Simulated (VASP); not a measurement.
Input of a VASP 6.6.1 run:

File INCAR:

```
PREC = Accurate
ENCUT = 520
EDIFF = 1E-6
ISMEAR = 0
SIGMA = 0.1
LREAL = False
LASPH = True
NELM = 60
ALGO = Normal
ISIF = 2
LWAVE = False
LCHARG = True
GGA = PS
LELF = True
LVHAR = True
NBANDS = 8
```

Contents of KPOINTS:

```
Automatic mesh
0
Gamma
  10 10 10
```

The input POSCAR:

```
C
1.0
   -1.2309364123      1.2309364123      1.8726901807
    1.2309364123     -1.2309364123      1.8726901807
    1.2309364123      1.2309364123     -1.8726901807
C
1
Direct
    0.0000000000      0.0000000000      0.0000000000
```

Potentials or basis: VASP PAW PBE potentials, release 64 (C).

Run with:

```sh
$ cat potpaw_PBE.64/C/POTCAR > POTCAR
$ mpirun -np 1 vasp_std > vasp.out
```

(1) What does it give for the band gap on the k mesh?

(2) Estimate the pressure.

Answers

(1) zero (band 2 reaches 7.66 eV, above the bottom of band 3 at 0.58 eV).

(2) -34.3 GPa.

Caveat: the k points lie up to 0.36 Å⁻¹ apart; the PAW data sets were made with another functional, which shifts forces and pressure a little.
